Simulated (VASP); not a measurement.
# ZnO (P6_3mc) in VASP: a series of runs

The runs below take ZnO through single point, with PBE.

All numbers are computed with VASP 6.6.1; they aren't measurements. Logs are shortened: lines on timing, memory, paths and dates and some standing lists are left out, and cuts for length are marked.

## Step 1: The cell of the first run

Symmetry: P6_3mc, No. 186, hexagonal system. The conventional cell has a = 3.542 Å, b = 3.542 Å, c = 5.505 Å, α = 90.00°, β = 90.00°, γ = 120.00°. Within 2.8 Å of Zn (site symmetry 3m) lie 4 O at 2.09 to 2.15 Å. Within 2.8 Å of O (site symmetry 3m) lie 4 Zn at 2.09 to 2.15 Å.

## Step 2: Single point, PBE (strain +0.080 along x and y, +0.040 along z)

INCAR

```
PREC = Accurate
ENCUT = 520
EDIFF = 1E-6
ISMEAR = 0
SIGMA = 0.05
LREAL = False
LASPH = True
NELM = 60
ALGO = Normal
ISIF = 2
LWAVE = False
LCHARG = False
GGA = PE
NBANDS = 26
```

KPOINTS

```
regular mesh
0
Gamma
  12 12 6
```

POSCAR

```
ZnO
1.0
    3.5418333468      0.0000000000      0.0000000000
   -1.7709166734      3.0673176543      0.0000000000
    0.0000000000      0.0000000000      5.5048556811
Zn O
2 2
Direct
    0.3333333333      0.6666666667      0.0015026881
    0.6666666667      0.3333333333      0.5015026881
    0.3333333333      0.6666666667      0.3805973119
    0.6666666667      0.3333333333      0.8805973119
```

Potentials or basis: VASP PAW PBE potentials, release 64 (Zn, O).

Launch:

```bash
cat potpaw_PBE.64/Zn/POTCAR potpaw_PBE.64/O/POTCAR > POTCAR
mpirun -np 1 vasp_std > vasp.out
```

OUTCAR:

```text
PREC = Accurate
   ENCUT = 520
   EDIFF = 1E-6
   ISMEAR = 0
   LREAL = False
   LASPH = True
   NELM = 60
   ISIF = 2
   GGA = PE

 ion  position               nearest neighbor table
   1  0.333  0.667  0.002-   3 2.09   4 2.15   4 2.15   4 2.15
   2  0.667  0.333  0.502-   4 2.09   3 2.15   3 2.15   3 2.15
   3  0.333  0.667  0.381-   1 2.09   2 2.15   2 2.15   2 2.15
   4  0.667  0.333  0.881-   2 2.09   1 2.15   1 2.15   1 2.15

  LATTYP: Found a hexagonal cell.
 ALAT       =     3.5418333468
 C/A-ratio  =     1.5542390457

  Lattice vectors:

 A1 = (   3.5418333468,   0.0000000000,   0.0000000000)
 A2 = (  -1.7709166734,   3.0673176543,   0.0000000000)
 A3 = (   0.0000000000,   0.0000000000,   5.5048556811)

Analysis of symmetry for initial positions (statically):
=====================================================================
 Subroutine PRICEL returns:
 Original cell was already a primitive cell.

 Routine SETGRP: Setting up the symmetry group for a
 hexagonal supercell.

 Subroutine GETGRP returns: Found 12 space group operations
 (whereof  6 operations were pure point group operations)
 out of a pool of 24 trial point group operations.

The static configuration has the point symmetry C_3v.
 The point group associated with its full space group is C_6v.

Analysis of symmetry for dynamics (positions and initial velocities):
=====================================================================
 Subroutine PRICEL returns:
 Original cell was already a primitive cell.

 Routine SETGRP: Setting up the symmetry group for a
 hexagonal supercell.

 Subroutine GETGRP returns: Found 12 space group operations
 (whereof  6 operations were pure point group operations)
 out of a pool of 24 trial point group operations.

The dynamic configuration has the point symmetry C_3v.
 The point group associated with its full space group is C_6v.

 Subroutine INISYM returns: Found 12 space group operations
 (whereof  6 operations are pure point group operations),
 and found     1 'primitive' translations

----------------------------------------------------------------------------------------

                                     Primitive cell

  volume of cell :      59.8044

  direct lattice vectors                    reciprocal lattice vectors
     3.541833347  0.000000000  0.000000000     0.282339654  0.163008875  0.000000000
    -1.770916673  3.067317654  0.000000000     0.000000000  0.326017750  0.000000000
     0.000000000  0.000000000  5.504855681     0.000000000  0.000000000  0.181657805

  length of vectors
     3.541833347  3.541833347  5.504855681     0.326017750  0.326017750  0.181657805

  position of ions in fractional coordinates (direct lattice)
     0.333333333  0.666666667  0.001502688
     0.666666667  0.333333333  0.501502688
     0.333333333  0.666666667  0.380597312
     0.666666667  0.333333333  0.880597312

  ion indices of the primitive-cell ions
   primitive index   ion index
                 1           1
                 2           2
                 3           3
                 4           4

----------------------------------------------------------------------------------------

 KPOINTS: regular mesh

Automatic generation of k-mesh.
 Grid dimensions read from file:
 generate k-points for:   12   12    6

 Generating k-lattice:

  Cartesian coordinates                     Fractional coordinates (reciprocal lattice)
     0.023528304  0.013584073  0.000000000     0.083333333  0.000000000  0.000000000
     0.000000000  0.027168146  0.000000000     0.000000000  0.083333333  0.000000000
     0.000000000  0.000000000  0.030276301     0.000000000  0.000000000  0.166666667

  Length of vectors
     0.027168146  0.027168146  0.030276301

  Shift w.r.t. Gamma in fractional coordinates (k-lattice)
     0.000000000  0.000000000  0.000000000

 Subroutine IBZKPT returns following result:
 ===========================================

 Found     76 irreducible k-points:

 Following reciprocal coordinates:
            Coordinates               Weight
  0.000000  0.000000  0.000000      1.000000
  0.083333  0.000000  0.000000      6.000000
  0.166667  0.000000  0.000000      6.000000
  0.250000  0.000000  0.000000      6.000000
  0.333333  0.000000  0.000000      6.000000
  0.416667 -0.000000  0.000000      6.000000
[... 16 lines left out ...]
  0.250000  0.000000  0.166667     12.000000
  0.333333  0.000000  0.166667     12.000000
 [... further k-points ...]
   k-points           NKPTS =     76   k-points in BZ     NKDIM =     76   number of bands    NBANDS=     26
   number of dos      NEDOS =    301   number of ions     NIONS =      4
   total plane-waves  NPLWV =  32928
   dimension x,y,z NGX =    28 NGY =   28 NGZ =   42
   dimension x,y,z NGXF=    56 NGYF=   56 NGZF=   84
   ions per type =               2   2
   NGX,Y,Z   is equivalent  to a cutoff of  13.14, 13.14, 12.68 a.u.
   NGXF,Y,Z  is equivalent  to a cutoff of  26.29, 26.29, 25.37 a.u.
 SYSTEM =  unknown system
   PREC   = accura    normal or accurate (medium, high low for compatibility)
   ISTART =      0    job   : 0-new  1-cont  2-samecut
   ICHARG =      2    charge: 1-file 2-atom 10-const
   ISPIN  =      1    spin polarized calculation?
   LNONCOLLINEAR =      F non collinear calculations
   LSORBIT =      F    spin-orbit coupling
   LASPH  =      T    aspherical Exc in radial PAW
   ENCUT  =  520.0 eV  38.22 Ry    6.18 a.u.   6.59  6.59 10.24*2*pi/ulx,y,z
   NELM   =     60;   NELMIN=  2; NELMDL= -5     # of ELM steps
   EDIFF  = 0.1E-05   stopping-criterion for ELM
   LREAL  =      F    real-space projection
   EDIFFG = 0.1E-04   stopping-criterion for IOM
   NSW    =      0    number of steps for IOM
   IBRION =     -1    ionic relax: 0-MD 1-quasi-New 2-CG
   NFREE  =      0    steps in history (QN), initial steepest desc. (CG)
   ISIF   =      2    stress and relaxation
   ISYM   =      2    0-nonsym 1-usesym 2-fastsym
   POTIM  = 0.5000    time-step for ionic-motion
   TEBEG  =    0.0;   TEEND  =   0.0 temperature during run
   PSTRESS=    0.0 pullay stress
   NELECT =      36.0000    total number of electrons
   NUPDOWN=      -1.0000    fix difference up-down
   EMIN   =  10.00;   EMAX   =-10.00  energy-range for DOS
   EFERMI =   0.00;   METHOD = LEGACY
   ISMEAR =     0;   SIGMA  =   0.05  broadening in eV -4-tet -1-fermi 0-gaus
   EFERMI_NEDOS =   21; number of points for ismear=-14 and -15
   IALGO  =     38    algorithm
   IMIX   =      4    mixing-type and parameters
     AMIX     =   0.40;   BMIX     =  1.00
     AMIX_MAG =   1.60;   BMIX_MAG =  1.00
  volume/ion in A,a.u.               =      14.95       100.89
  Fermi-wavevector in a.u.,A,eV,Ry     =   1.382286  2.612143 25.996868  1.910716
  Thomas-Fermi vector in A             =   2.506992
   LORBIT       =      0    0 simple, 1 ext, 2 COOP (PROOUT), +10 PAW based schemes
   GGA     = PE    functional components
   LHFCALC =     F    Hartree Fock is set to
   AEXX    =    0.0000 exact exchange contribution
   IVDW    =     0    specifies the selected vdW correction
   LEPSILON=     F    determine dielectric tensor
   LRPA    =     F    only Hartree local field effects (RPA)
 non-spin polarized calculation
 Gauss-broadening in eV      SIGMA  =   0.05
  energy-cutoff  :      520.00
  volume of cell :       59.80
 maximum number of plane-waves:      1641
 NGX is ok and might be reduce to    28
   NGX = 13   NGY = 13   NGZ = 21

 number of electron      35.9999992 magnetization

 Free energy of the ion-electron system (eV)
  ---------------------------------------------------
  ext. energy  EPLUGINS =         0.00000000
  ---------------------------------------------------
  free energy    TOTEN  =       -17.25614283 eV

  energy without entropy =      -17.25614283  energy(sigma->0) =      -17.25614283

 E-fermi :  -0.3737     XC(G=0):  -9.7474

 val. band max:       -0.5716639311   @ k =   0.0000   0.0000   0.0000
 cond. band min:      -0.1401488252   @ k =   0.0000   0.0000   0.0000
 fundamental gap:      0.4315151058
 Fermi energy:        -0.3737471357

 k-point     1 :       0.0000    0.0000    0.0000
  band No.  band energies     occupation
      1     -17.1333      2.00000
      2     -16.6662      2.00000
      3      -5.4947      2.00000
      4      -5.4947      2.00000
      5      -5.4915      2.00000
      6      -5.3590      2.00000
[... 18 lines left out ...]
     25      11.8210      0.00000
     26      12.5725      0.00000

 k-point     2 :       0.0833    0.0000    0.0000
  band No.  band energies     occupation
      1     -17.1107      2.00000
      2     -16.6578      2.00000
      3      -5.5145      2.00000
      4      -5.4813      2.00000
      5      -5.4691      2.00000
      6      -5.3550      2.00000
[... 18 lines left out ...]
     25      11.8816      0.00000
     26      12.5719      0.00000

 k-point     3 :       0.1667    0.0000    0.0000
  band No.  band energies     occupation
      1     -17.0476      2.00000
      2     -16.6359      2.00000
      3      -5.5387      2.00000
      4      -5.4469      2.00000
      5      -5.4353      2.00000
      6      -5.3365      2.00000
[... 18 lines left out ...]
     25      11.9642      0.00000
     26      12.3350      0.00000

 k-point     4 :       0.2500    0.0000    0.0000
  band No.  band energies     occupation
      1     -16.9567      2.00000
      2     -16.6095      2.00000
      3      -5.5540      2.00000
      4      -5.4063      2.00000
      5      -5.4012      2.00000
      6      -5.2847      2.00000
[... 18 lines left out ...]
     25      11.6098      0.00000
     26      11.9119      0.00000
[... 496 lines left out ...]
      1     -17.0204      2.00000
      2     -16.6637      2.00000
      3      -5.5531      2.00000
      4      -5.4422      2.00000
      5      -5.4404      2.00000
      6      -5.3561      2.00000
[... 18 lines left out ...]
     25      11.6924      0.00000
     26      11.8155      0.00000

 k-point    23 :       0.2500    0.0000    0.1667
  band No.  band energies     occupation
      1     -16.9331      2.00000
      2     -16.6323      2.00000
      3      -5.5693      2.00000
      4      -5.4200      2.00000
      5      -5.3963      2.00000
      6      -5.3022      2.00000
[... 18 lines left out ...]
     25      11.4169      0.00000
     26      11.7987      0.00000

 k-point    24 :       0.3333    0.0000    0.1667
  band No.  band energies     occupation
      1     -16.8381      2.00000
      2     -16.6071      2.00000
      3      -5.5672      2.00000
      4      -5.3937      2.00000
      5      -5.3608      2.00000
      6      -5.2081      2.00000
[... 18 lines left out ...]
     25      11.3322      0.00000
     26      11.7074      0.00000

 [... further k-points ...]

------------------------ aborting loop because EDIFF is reached ----------------------------------------

  FORCE on cell =-STRESS in cart. coord.  units (eV):
  Direction    XX          YY          ZZ          XY          YZ          ZX
  --------------------------------------------------------------------------------------
  -------------------------------------------------------------------------------------
  Total       -6.3238057     -6.3238057     -4.8897561     -0.0000000      0.0000000     -0.0000000
  in kB     -169.4167268   -169.4167268   -130.9980911     -0.0000000      0.0000000     -0.0000000
  external PRESSURE =    -156.6105149 kB  Pullay stress =       0.0000000 kB

 VOLUME and BASIS-vectors are now :
 -----------------------------------------------------------------------------
  energy-cutoff  :      520.00
  volume of cell :       59.80
      direct lattice vectors                 reciprocal lattice vectors
     3.541833347  0.000000000  0.000000000     0.282339654  0.163008875  0.000000000
    -1.770916673  3.067317654  0.000000000     0.000000000  0.326017750  0.000000000
     0.000000000  0.000000000  5.504855681     0.000000000  0.000000000  0.181657805

 POSITION                                       TOTAL-FORCE (eV/Angst)
 -----------------------------------------------------------------------------------
     -0.00000      2.04488      0.00827        -0.000000     -0.000000     -0.039936
      1.77092      1.02244      2.76070         0.000000      0.000000     -0.039936
     -0.00000      2.04488      2.09513        -0.000000     -0.000000      0.039936
      1.77092      1.02244      4.84756         0.000000      0.000000      0.039936
 -----------------------------------------------------------------------------------
    total drift:                               -0.000000      0.000000     -0.000219

  FREE ENERGIE OF THE ION-ELECTRON SYSTEM (eV)
  ---------------------------------------------------
  free  energy   TOTEN  =       -17.2561428347 eV

  energy  without entropy=      -17.2561428347  energy(sigma->0) =      -17.25614283
```

It took 47 s on 1 thread of Intel Xeon 6975P-C (Granite Rapids), shared host; peak memory 0.23 GiB.

What came out:

- Free energy: -17.2561 eV
- Pressure: -15.7 GPa
- Largest force: 0.040 eV/Å
- Band gap on the k mesh: 0.43 eV

Forces on the atoms (eV/Å):
```
Zn   0.000  0.000 -0.040
Zn   0.000  0.000 -0.040
O    0.000  0.000  0.040
O    0.000  0.000  0.040
```

Stress tensor (GPa, compression positive):
```
-16.94   0.00   0.00
  0.00 -16.94   0.00
  0.00   0.00 -13.10
```

Levels at points of the mesh, in eV from the valence-band top:
```tsv
k point	band 14	band 15	band 16	band 17	band 18	band 19	band 20	band 21	band 22	band 23
(0.00, 0.00, 0.00)	-0.65	-0.65	-0.02	-0.02	0.00	0.43	4.27	7.70	11.43	11.43
(0.50, 0.00, 0.00)	-2.80	-2.16	-1.65	-0.93	-0.55	4.72	6.48	6.77	7.43	9.73
(0.00, 0.00, 0.50)	-2.03	-0.33	-0.33	-0.33	-0.33	2.92	2.92	9.34	9.34	11.68
(0.50, 0.00, 0.50)	-3.28	-1.08	-1.08	-0.92	-0.92	5.21	5.21	7.15	7.15	10.45
```

Caveat: the cell differs from its parent crystal (strain +0.080 along x and y, +0.040 along z); the cell stands under tension; semilocal functionals underestimate gaps, and a narrow one can read as zero.

## Step 3: Single point, PBE (strain +0.080 along x and y, +0.080 along z)

INCAR

```
SYSTEM = ZnO
PREC = Accurate
ENCUT = 520
EDIFF = 1E-6
ISMEAR = 0
SIGMA = 0.05
LREAL = .FALSE.
LASPH = .TRUE.
NELM = 60
ALGO = Normal
ISIF = 2
LWAVE = .FALSE.
LCHARG = .TRUE.
GGA = PE
LELF = .TRUE.
LVHAR = .TRUE.
NBANDS = 26
```

KPOINTS

```
regular mesh
0
G
  12 12 6
  0 0 0
```

POSCAR, as its differences from that of step 2:

```diff
@@ -4,3 +4,3 @@
    -1.7709166734      3.0673176543      0.0000000000
-    0.0000000000      0.0000000000      5.5048556811
+    0.0000000000      0.0000000000      5.7165808996
 Zn O
```

Potentials or basis: VASP PAW PBE potentials, release 64 (Zn, O).

Launch:

```bash
cat potpaw_PBE.64/Zn/POTCAR potpaw_PBE.64/O/POTCAR > POTCAR
mpirun -np 1 vasp_std > vasp.out
```

It took 56 s on 1 thread of Intel Xeon 6975P-C (Granite Rapids), shared host; peak memory 0.25 GiB.

The run converged. Its results:

```
Free energy            : -17.0365 eV
Pressure               : -17.5 GPa
Band gap on the k mesh : 0.36 eV
```

Stress tensor (GPa, compression positive):
```
-17.56   0.00   0.00
  0.00 -17.56   0.00
  0.00   0.00 -17.32
```

Levels at points of the mesh, in eV from the valence-band top:
```tsv
k point	band 14	band 15	band 16	band 17	band 18	band 19	band 20	band 21	band 22	band 23
(0.00, 0.00, 0.00)	-0.52	-0.52	-0.02	0.00	0.00	0.36	4.19	7.28	11.50	11.50
(0.50, 0.00, 0.00)	-2.77	-2.03	-1.46	-0.88	-0.54	4.60	6.43	6.66	7.15	9.32
(0.00, 0.00, 0.50)	-2.05	-0.26	-0.26	-0.26	-0.26	2.77	2.77	8.92	8.92	11.73
(0.50, 0.00, 0.50)	-3.21	-0.99	-0.99	-0.93	-0.93	5.05	5.05	7.02	7.02	10.21
```

Caveat: the cell differs from its parent crystal (strain +0.080 along x and y, +0.080 along z); the cell stands under tension; semilocal functionals underestimate gaps, and a narrow one can read as zero.
